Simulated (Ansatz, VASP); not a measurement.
**Two plane-wave programs on Ta2N**

```xyz
9
Lattice="5.2791 0.0000 0.0000 -2.6396 4.5718 0.0000 0.0000 0.0000 5.0215" Properties=species:S:1:pos:R:3 pbc="T T T"
Ta    1.8229    3.1573    3.7805
Ta   -0.8167    1.4146    3.7805
Ta    1.6334    0.0000    3.7805
Ta    0.8167    1.4146    1.2410
Ta   -1.8229    3.1573    1.2410
Ta    3.6457    0.0000    1.2410
N     2.6396    1.5239    2.5107
N     0.0000    3.0479    2.5107
N     0.0000    0.0000    0.0000
```

Alike in both runs: task single point; functional PBE; k mesh 9 × 9 × 8; occupations gaussian, width 0.15 eV; no spin polarisation.

|  | VASP | Ansatz |
| --- | --- | --- |
| version | VASP 6.6.1 | Ansatz 0.2.0 |
| potentials or method | VASP PAW PBE potentials, release 64 (Ta_pv, N), cutoff 520 eV | scalar-relativistic, plane waves, PAW |
| valence electrons in the cell | 81 | 93 |

|  | VASP | Ansatz | Ansatz less VASP |
| --- | --- | --- | --- |
| gap on the k mesh at the Fermi level (eV) | none | none | - |
| pressure (GPa) | 6.2 | 5.6 | -0.54 |
| traceless stress, the component that is largest in VASP (GPa) | -5.50 | -5.50 | 0.000 |
| rms of the force components (eV/Å) | 1.798 | 1.793 | -0.0052 |

Atom by atom the forces differ by 0.005 eV/Å (rms over components). A gap of «none» marks a metal or a gap that the smearing closes. VASP's potentials hold 81 valence electrons a cell and Ansatz's 93, so a difference there can come from the potentials and not from the codes.

Spin-orbit coupling is off throughout.
